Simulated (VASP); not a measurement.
Ru, 2 atoms in the cell. It takes space group P6_3/mmc (No. 194, hexagonal). The conventional cell has a = 2.690 Å, b = 2.690 Å, c = 4.252 Å, α = 90.00°, β = 90.00°, γ = 120.00°. Within 3.5 Å of Ru (site symmetry -6m2) lie 12 Ru at 2.63 to 2.69 Å. 

* Program: VASP 6.6.1
* Task: single point
* Functional: PBEsol
* Potentials or basis: VASP PAW PBE potentials, release 64 (Ru_pv)
* Cutoff: 520 eV
* k mesh: 18 × 18 × 10
* Occupations: gaussian, width 0.1 eV
* Spin: no spin polarisation
* Dipole correction: no
* Further INCAR settings: ALGO = Normal; EDIFF = 1e-06; NBANDS = 21

Potentials or basis: VASP PAW PBE potentials, release 64 (Ru_pv).

The run is started by

```bash
$ cat potpaw_PBE.64/Ru_pv/POTCAR > POTCAR
$ mpirun -np 1 vasp_std > vasp.out
```

Hardware: 1 thread of Intel(R) Xeon(R) Platinum 8488C (Sapphire Rapids), on a shared host.

**Question.** Estimate the wall time of this run.

**Answer.** It took 50 s on 1 thread of Intel(R) Xeon(R) Platinum 8488C (Sapphire Rapids) (shared host), peak memory 0.2 GiB. Counts: scf iterations 11, k points 222.
